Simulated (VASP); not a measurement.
# MgO: single point with PBE

MgO:

```
Mg O
1.0
     0.00000    2.07704    2.07704
     2.07704    0.00000    2.07704
     2.07704    2.07704    0.00000
Mg O
1 1
Direct
  0.00000 0.00000 0.00000
  0.50000 0.50000 0.50000
```

```yaml
Program: VASP 6.6.1
Task: single point
Functional: PBE
Potentials_or_basis: VASP PAW PBE potentials, release 64 (Mg, O)
Cutoff: 600 eV
k_mesh: 3 × 3 × 3
Occupations: gaussian, width 0.01 eV
Spin: no spin polarisation
```

```json
{
 "Pressure": "11.8 GPa",
 "Band gap on the k mesh": "5.10 eV, direct"
}
```

Levels at points of the mesh, in eV from the valence-band top:
```tsv
k point	band 1	band 2	band 3	band 4	band 5	band 6	band 7	band 8
(0.00, 0.00, 0.00)	-17.49	0.00	0.00	0.00	5.10	15.97	15.97	15.97
```

It took 2.5 s on 1 thread of Intel(R) Xeon(R) Platinum 8375C CPU @ 2.90GHz (Ice Lake), with other jobs on the host, peak memory 0.13 GiB.

Caveat: the k points lie up to 0.87 Å⁻¹ apart. Expect the measured gap to be larger: semilocal functionals such as PBE lack the derivative discontinuity.
